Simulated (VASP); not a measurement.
# Pb (P6_3/mmc) in VASP: notebook, part 2 of 2

VASP 6.6.1.

### Step 3. Single point, r2SCAN

This run uses another cell than the first one, of 31.07 Å³/atom.

Input file POSCAR:

```
Pb
1.0
    3.5482526220      0.0000000000      0.0000000000
   -1.7741263110      3.0728769098      0.0000000000
    0.0000000000      0.0000000000      5.6996356773
Pb
2
Direct
    0.6666666667      0.3333333333      0.7500000000
    0.3333333333      0.6666666667      0.2500000000
```

Input file INCAR.step1:

```
SYSTEM = Pb
PREC = Accurate ; ENCUT = 520
ISMEAR = -1 ; SIGMA = 0.05
LREAL = .FALSE. ; LASPH = .TRUE.
NELM = 100 ; NBANDS = 21
GGA = PE ; ALGO = Normal
EDIFF = 1E-4 ; LWAVE = .TRUE.
LCHARG = .FALSE.
```

Input file INCAR.step2:

```
SYSTEM = Pb
PREC = Accurate ; ENCUT = 520
EDIFF = 1E-7 ; ISMEAR = -1
SIGMA = 0.05 ; LREAL = .FALSE.
LASPH = .TRUE. ; NELM = 100
ALGO = Normal ; ISIF = 2
LWAVE = .FALSE. ; LCHARG = .FALSE.
METAGGA = R2SCAN ; LMIXTAU = .TRUE.
NBANDS = 21 ; ISTART = 1
```

Input file KPOINTS:

```
Automatic mesh
0
G
  9 9 5
  0 0 0
```

Potentials or basis: VASP PAW PBE potentials, release 64 (Pb_d).

The run is started by

```
$ cat potpaw_PBE.64/Pb_d/POTCAR > POTCAR
$ cp INCAR.step1 INCAR
$ mpirun -np 1 vasp_std > vasp.out
$ cp INCAR.step2 INCAR
$ mpirun -np 1 vasp_std > vasp.out
```

OUTCAR:

```text
SYSTEM = Pb
   PREC = Accurate
   ENCUT = 520
   EDIFF = 1E-7
   ISMEAR = -1
   LREAL = .FALSE.
   LASPH = .TRUE.
   NELM = 100
   ISIF = 2
   METAGGA = R2SCAN
   ISTART = 1

 ion  position               nearest neighbor table
   1  0.667  0.333  0.750-   2 3.51   2 3.51   2 3.51   2 3.51   2 3.51   2 3.51
   2  0.333  0.667  0.250-   1 3.51   1 3.51   1 3.51   1 3.51   1 3.51   1 3.51

  LATTYP: Found a hexagonal cell.
 ALAT       =     3.5482526220
 C/A-ratio  =     1.6063218391

  Lattice vectors:

 A1 = (   3.5482526220,   0.0000000000,   0.0000000000)
 A2 = (  -1.7741263110,   3.0728769098,   0.0000000000)
 A3 = (   0.0000000000,   0.0000000000,   5.6996356773)

Analysis of symmetry for initial positions (statically):
=====================================================================
 Subroutine PRICEL returns:
 Original cell was already a primitive cell.

 Routine SETGRP: Setting up the symmetry group for a
 hexagonal supercell.

[... 162 lines left out ...]
  ext. energy  EPLUGINS =         0.00000000
  ---------------------------------------------------
  free energy    TOTEN  =      -112.50534901 eV

  energy without entropy =     -112.49308378  energy(sigma->0) =     -112.49921639

 E-fermi :   6.9101     XC(G=0): -10.7926

 val. band max:        6.8049343654   @ k =   0.3333   0.2222   0.0000
 cond. band min:       6.9341980834   @ k =   0.2222   0.1111   0.4000
 fundamental gap:      0.1292637180
 Fermi energy:         6.9100923633

 k-point     1 :       0.0000    0.0000    0.0000
  band No.  band energies     occupation
      1     -10.7755      2.00000
      2     -10.7426      2.00000
      3     -10.7426      2.00000
      4     -10.7387      2.00000
      5     -10.7212      2.00000
      6     -10.7212      2.00000
[... 565 lines left out ...]
     20      19.7955      0.00000
     21      19.7955      0.00000

 [... further k-points ...]

------------------------ aborting loop because EDIFF is reached ----------------------------------------

  FORCE on cell =-STRESS in cart. coord.  units (eV):
  Direction    XX          YY          ZZ          XY          YZ          ZX
  --------------------------------------------------------------------------------------
  -------------------------------------------------------------------------------------
  Total       -0.3292644     -0.3292644      0.7448782      0.0000000      0.0000000      0.0000000
  in kB       -8.4888437     -8.4888437     19.2038819      0.0000000      0.0000000      0.0000000
  external PRESSURE =       0.7420648 kB  Pullay stress =       0.0000000 kB

 VOLUME and BASIS-vectors are now :
 -----------------------------------------------------------------------------
  energy-cutoff  :      520.00
  volume of cell :       62.15
      direct lattice vectors                 reciprocal lattice vectors
     3.548252622  0.000000000  0.000000000     0.281828862  0.162713970  0.000000000
    -1.774126311  3.072876910  0.000000000     0.000000000  0.325427939  0.000000000
     0.000000000  0.000000000  5.699635677     0.000000000  0.000000000  0.175449811

 POSITION                                       TOTAL-FORCE (eV/Angst)
 -----------------------------------------------------------------------------------
      1.77413      1.02429      4.27473        -0.000000      0.000000      0.000000
     -0.00000      2.04858      1.42491         0.000000     -0.000000      0.000000
 -----------------------------------------------------------------------------------
    total drift:                               -0.000000      0.000000      0.000000

  FREE ENERGIE OF THE ION-ELECTRON SYSTEM (eV)
  ---------------------------------------------------
  free  energy   TOTEN  =      -112.5053490066 eV

  energy  without entropy=     -112.4930837828  energy(sigma->0) =     -112.49921639
```

OSZICAR.step1:

```text
N       E                     dE             d eps       ncg     rms          rms(c)
DAV:   1     0.294507993728E+03    0.29451E+03   -0.14400E+04  1512   0.160E+03
DAV:   2     0.146600744898E+02   -0.27985E+03   -0.27346E+03  1517   0.411E+02
DAV:   3    -0.640864043297E+01   -0.21069E+02   -0.20865E+02  1873   0.137E+02
DAV:   4    -0.706172404950E+01   -0.65308E+00   -0.65290E+00  1783   0.276E+01
DAV:   5    -0.709434516668E+01   -0.32621E-01   -0.32620E-01  2049   0.571E+00    0.719E-01
DAV:   6    -0.707695052320E+01    0.17395E-01   -0.40204E-02  2125   0.249E+00    0.359E-01
DAV:   7    -0.707253931214E+01    0.44112E-02   -0.13465E-02  2090   0.152E+00    0.125E-01
DAV:   8    -0.707243500759E+01    0.10430E-03   -0.10152E-03  1862   0.428E-01    0.146E-02
DAV:   9    -0.707242904826E+01    0.59593E-05   -0.37224E-05  1081   0.950E-02
   1 F= -.70724290E+01 E0= -.70659970E+01  d E =-.128641E-01
```

It took 5.4 min on 1 thread of Intel Xeon 8259CL, shared host; peak memory 0.2 GiB.

Results:

| Property | Result |
| --- | --- |
| Free energy | -112.5053 eV |
| Pressure | 0.1 GPa |
| Band gap on the k mesh | zero (bands 14 and 15 overlap by 7.53 eV) |

Stress tensor (GPa, compression positive):
```
-0.85  0.00  0.00
 0.00 -0.85  0.00
 0.00  0.00  1.92
```

Caveat: the PAW data sets were made with another functional, which shifts forces and pressure a little; spin-orbit coupling is left out, which moves the levels of the heavy elements.

### Step 4. Single point, PBE0

This run uses another cell than the first one, of 29.31 Å³/atom.

Input file POSCAR:

```
Pb
1.0
    3.4800000000      0.0000000000      0.0000000000
   -1.7400000000      3.0137684052      0.0000000000
    0.0000000000      0.0000000000      5.5900000000
Pb
2
Direct
    0.6666666667      0.3333333333      0.7500000000
    0.3333333333      0.6666666667      0.2500000000
```

Input file INCAR.step1:

```
SYSTEM = Pb
ALGO = Normal
EDIFF = 1E-5
ENCUT = 520
GGA = PE
ISIF = 2
ISMEAR = -1
LASPH = .True.
LREAL = .False.
LWAVE = .True.
NBANDS = 21
NELM = 80
PREC = Accurate
SIGMA = 0.05
```

Input file INCAR.step2:

```
SYSTEM = Pb
AEXX = 0.25
ALGO = Normal
EDIFF = 1E-6
ENCUT = 520
GGA = PE
ISIF = 2
ISMEAR = -1
ISTART = 1
LASPH = .True.
LCHARG = .True.
LELF = .True.
LHFCALC = .True.
LREAL = .False.
LVHAR = .True.
LWAVE = .False.
NBANDS = 21
NELM = 80
PREC = Accurate
PRECFOCK = Normal
SIGMA = 0.05
```

Input file KPOINTS:

```
k-points
0
Gamma
  5 5 3
  0 0 0
```

The run is started by

```
$ cat potpaw_PBE.64/Pb_d/POTCAR > POTCAR
$ cp INCAR.step1 INCAR
$ mpirun -np 1 vasp_std > vasp.out
$ cp INCAR.step2 INCAR
$ mpirun -np 1 vasp_std > vasp.out
```

Wall time 42 min (1 thread of Intel Xeon 8259CL, shared host); peak memory 0.2 GiB.

The run converged. Its results:

| Quantity | Value |
| --- | --- |
| Free energy | -9.1204 eV |
| Pressure | 3.1 GPa |
| Band gap on the k mesh | zero (bands 14 and 15 overlap by 7.65 eV) |

Levels at points of the mesh, in eV from the Fermi level:
```
           k point  band 12  band 13  band 14  band 15  band 16  band 17
(0.00, 0.00, 0.00)    -8.86    -5.03     6.95     6.95     8.98     8.98
```

Caveat: the k points lie up to 0.42 Å⁻¹ apart, too coarse for converged energies and pressures of a metal; the PAW data sets were made with another functional, which shifts forces and pressure a little; spin-orbit coupling is left out, which moves the levels of the heavy elements.

### Step 5. Single point, LDA

This run uses another cell than the first one, of 28.86 Å³/atom.

Input file INCAR:

```
ALGO     = Normal         # electronic algorithm
EDIFF    = 1E-6           # SCF threshold, eV
ENCUT    = 520            # plane-wave cutoff, eV
GGA      = CA             # functional
ISIF     = 2              # what is computed and relaxed
ISMEAR   = -1             # smearing method
LASPH    = T              # aspherical terms in the spheres
LCHARG   = F              # write CHGCAR
LREAL    = F              # projectors in reciprocal space
LWAVE    = F              # write WAVECAR
NBANDS   = 21             # bands
NELM     = 60             # most SCF steps
PREC     = Accurate       # precision mode
SIGMA    = 0.05           # smearing width, eV
```

Input file KPOINTS:

```
k-points
0
Gamma
  9 9 5
```

Input file POSCAR:

```
Pb
1.0
    3.3927102147      0.0000000000      0.0000000000
   -1.6963551074      2.9381732336      0.0000000000
    0.0000000000      0.0000000000      5.7911608435
Pb
2
Direct
    0.6666666667      0.3333333333      0.7500000000
    0.3333333333      0.6666666667      0.2500000000
```

Potentials or basis: VASP PAW LDA potentials, release 64 (Pb_d).

The run is started by

```
$ cat potpaw_LDA.64/Pb_d/POTCAR > POTCAR
$ mpirun -np 1 vasp_std > vasp.out
```

Run time: 47 s. Hardware: 1 thread of Intel Xeon 8259CL, shared host; peak memory 0.17 GiB.

The run converged. Its results:

```yaml
Free_energy: -8.4896 eV
Pressure: 0.1 GPa
Band_gap_on_the_k_mesh: zero (bands 14 and 15 overlap by 8.35 eV)
```

Levels at points of the mesh, in eV from the Fermi level:
| k point | band 12 | band 13 | band 14 | band 15 | band 16 | band 17 |
| --- | --- | --- | --- | --- | --- | --- |
| (0.00, 0.00, 0.00) | -8.48 | -4.41 | 6.44 | 6.44 | 7.09 | 8.18 |

Caveat: spin-orbit coupling is left out, which moves the levels of the heavy elements.

### Step 6. Single point, PBEsol

This run uses another cell than the first one, of 29.81 Å³/atom.

Input file INCAR:

```
  PREC = Accurate
  ENCUT = 520
  EDIFF = 1E-7
  ISMEAR = -1
  SIGMA = 0.05
  LREAL = False
  LASPH = True
  NELM = 100
  ALGO = Fast
  ISIF = 2
  LWAVE = False
  LCHARG = True
  GGA = PS
  LELF = True
  LVHAR = True
  NBANDS = 21
```

Input file KPOINTS:

```
regular mesh
0
Gamma
  9 9 5
```

Input file POSCAR:

```
Pb
1.0
    3.4313605914      0.0000000000      0.0000000000
   -1.7156802957      2.9716454417      0.0000000000
    0.0000000000      0.0000000000      5.8465614335
Pb
2
Direct
    0.6666666667      0.3333333333      0.7500000000
    0.3333333333      0.6666666667      0.2500000000
```

Potentials or basis: VASP PAW PBE potentials, release 64 (Pb_d).

The run is started by

```
$ cat potpaw_PBE.64/Pb_d/POTCAR > POTCAR
$ mpirun -np 1 vasp_std > vasp.out
```

OUTCAR:

```text
PREC = Accurate
   ENCUT = 520
   EDIFF = 1E-7
   ISMEAR = -1
   LREAL = False
   LASPH = True
   NELM = 100
   ISIF = 2
   GGA = PS

 ion  position               nearest neighbor table
   1  0.667  0.333  0.750-   2 3.53   2 3.53   2 3.53   2 3.53   2 3.53   2 3.53
   2  0.333  0.667  0.250-   1 3.53   1 3.53   1 3.53   1 3.53   1 3.53   1 3.53

  LATTYP: Found a hexagonal cell.
 ALAT       =     3.4313605914
 C/A-ratio  =     1.7038609839

  Lattice vectors:

 A1 = (   3.4313605914,   0.0000000000,   0.0000000000)
 A2 = (  -1.7156802957,   2.9716454417,   0.0000000000)
 A3 = (   0.0000000000,   0.0000000000,   5.8465614335)

Analysis of symmetry for initial positions (statically):
=====================================================================
 Subroutine PRICEL returns:
 Original cell was already a primitive cell.

 Routine SETGRP: Setting up the symmetry group for a
 hexagonal supercell.

 Subroutine GETGRP returns: Found 24 space group operations
 (whereof 12 operations were pure point group operations)
[... 161 lines left out ...]
  ext. energy  EPLUGINS =         0.00000000
  ---------------------------------------------------
  free energy    TOTEN  =        -7.97679543 eV

  energy without entropy =       -7.96512797  energy(sigma->0) =       -7.97096170

 E-fermi :   7.1774     XC(G=0): -10.4254

 val. band max:        7.1547860863   @ k =   0.3333   0.2222   0.0000
 cond. band min:       7.1974226352   @ k =   0.3333   0.3333   0.2000
 fundamental gap:      0.0426365489
 Fermi energy:         7.1774498039

 k-point     1 :       0.0000    0.0000    0.0000
  band No.  band energies     occupation
      1      -9.7585      2.00000
      2      -9.7440      2.00000
      3      -9.7140      2.00000
      4      -9.7140      2.00000
      5      -9.6950      2.00000
      6      -9.6950      2.00000
[... 565 lines left out ...]
     20      18.9149      0.00000
     21      18.9159      0.00000

 [... further k-points ...]

------------------------ aborting loop because EDIFF is reached ----------------------------------------

  FORCE on cell =-STRESS in cart. coord.  units (eV):
  Direction    XX          YY          ZZ          XY          YZ          ZX
  --------------------------------------------------------------------------------------
  -------------------------------------------------------------------------------------
  Total       -0.0320993     -0.0320993     -0.0309295      0.0000000      0.0000000     -0.0000000
  in kB       -0.8626639     -0.8626639     -0.8312264      0.0000000      0.0000000     -0.0000000
  external PRESSURE =      -0.8521847 kB  Pullay stress =       0.0000000 kB

 VOLUME and BASIS-vectors are now :
 -----------------------------------------------------------------------------
  energy-cutoff  :      520.00
  volume of cell :       59.62
      direct lattice vectors                 reciprocal lattice vectors
     3.431360591  0.000000000  0.000000000     0.291429587  0.168256951  0.000000000
    -1.715680296  2.971645442  0.000000000     0.000000000  0.336513901  0.000000000
     0.000000000  0.000000000  5.846561433     0.000000000  0.000000000  0.171040707

 POSITION                                       TOTAL-FORCE (eV/Angst)
 -----------------------------------------------------------------------------------
      1.71568      0.99055      4.38492         0.000000     -0.000000      0.000000
     -0.00000      1.98110      1.46164        -0.000000      0.000000      0.000000
 -----------------------------------------------------------------------------------
    total drift:                               -0.000000      0.000000      0.000000

  FREE ENERGIE OF THE ION-ELECTRON SYSTEM (eV)
  ---------------------------------------------------
  free  energy   TOTEN  =        -7.9767954279 eV

  energy  without entropy=       -7.9651279681  energy(sigma->0) =       -7.97096170
```

OSZICAR:

```text
N       E                     dE             d eps       ncg     rms          rms(c)
DAV:   1     0.294552933682E+03    0.29455E+03   -0.14438E+04  1517   0.164E+03
DAV:   2     0.130351546993E+02   -0.28152E+03   -0.27475E+03  1532   0.408E+02
DAV:   3    -0.734989075203E+01   -0.20385E+02   -0.20124E+02  1848   0.135E+02
DAV:   4    -0.798452310172E+01   -0.63463E+00   -0.63438E+00  1858   0.269E+01
[... 10 lines left out ...]
RMM:  15    -0.797679600367E+01    0.18419E-06   -0.44928E-07  1205   0.620E-03    0.212E-03
RMM:  16    -0.797679590250E+01    0.10117E-06   -0.10616E-07   945   0.392E-03    0.188E-03
RMM:  17    -0.797679572475E+01    0.17775E-06   -0.57268E-08   977   0.302E-03    0.141E-03
RMM:  18    -0.797679550911E+01    0.21564E-06   -0.39221E-08   963   0.197E-03    0.857E-04
RMM:  19    -0.797679542791E+01    0.81204E-07   -0.20629E-08   924   0.150E-03
   1 F= -.79767954E+01 E0= -.79709617E+01  d E =-.116675E-01
```

It took 100 s on 1 thread of Intel Xeon 8259CL, shared host; peak memory 0.2 GiB.

What came out:

- Free energy: -7.9768 eV
- Pressure: -0.1 GPa
- Band gap on the k mesh: zero (bands 14 and 15 overlap by 8.12 eV)

Caveat: the PAW data sets were made with another functional, which shifts forces and pressure a little; spin-orbit coupling is left out, which moves the levels of the heavy elements.

### Step 7. Summary

```tsv
level	potentials or basis	cell	k mesh	grid for exact exchange (PRECFOCK)	share of exact exchange	gap on the mesh (eV)	pressure (GPa)
r2SCAN	VASP PAW PBE potentials, release 64 (Pb_d)	a = 3.526, b = 3.526, c = 5.664 Å, angles 90.0, 90.0, 120.0°, 2 atoms	9 × 9 × 5	-	-	none	0.9
r2SCAN	VASP PAW PBE potentials, release 64 (Pb_d)	a = 3.548, b = 3.548, c = 5.700 Å, angles 90.0, 90.0, 120.0°, 2 atoms	9 × 9 × 5	-	-	none	0.1
PBE0	VASP PAW PBE potentials, release 64 (Pb_d)	a = 3.480, b = 3.480, c = 5.590 Å, angles 90.0, 90.0, 120.0°, 2 atoms	5 × 5 × 3	Normal	0.25	none	3.1
LDA	VASP PAW LDA potentials, release 64 (Pb_d)	a = 3.393, b = 3.393, c = 5.791 Å, angles 90.0, 90.0, 120.0°, 2 atoms	9 × 9 × 5	-	-	none	0.1
PBEsol	VASP PAW PBE potentials, release 64 (Pb_d)	a = 3.431, b = 3.431, c = 5.847 Å, angles 90.0, 90.0, 120.0°, 2 atoms	9 × 9 × 5	-	-	none	-0.1
```

Alike in all rows: task single point; no spin polarisation; cutoff (eV) 520; smearing fermi-dirac 0.05 eV.

Caveats: some runs use coarse meshes; spin-orbit coupling is left out, which moves the levels of the heavy elements; the PAW data sets were made with another functional, which shifts forces and pressure a little (at least some runs).

Total energies depend on the potentials used, so only differences within one code and one set of settings carry meaning.
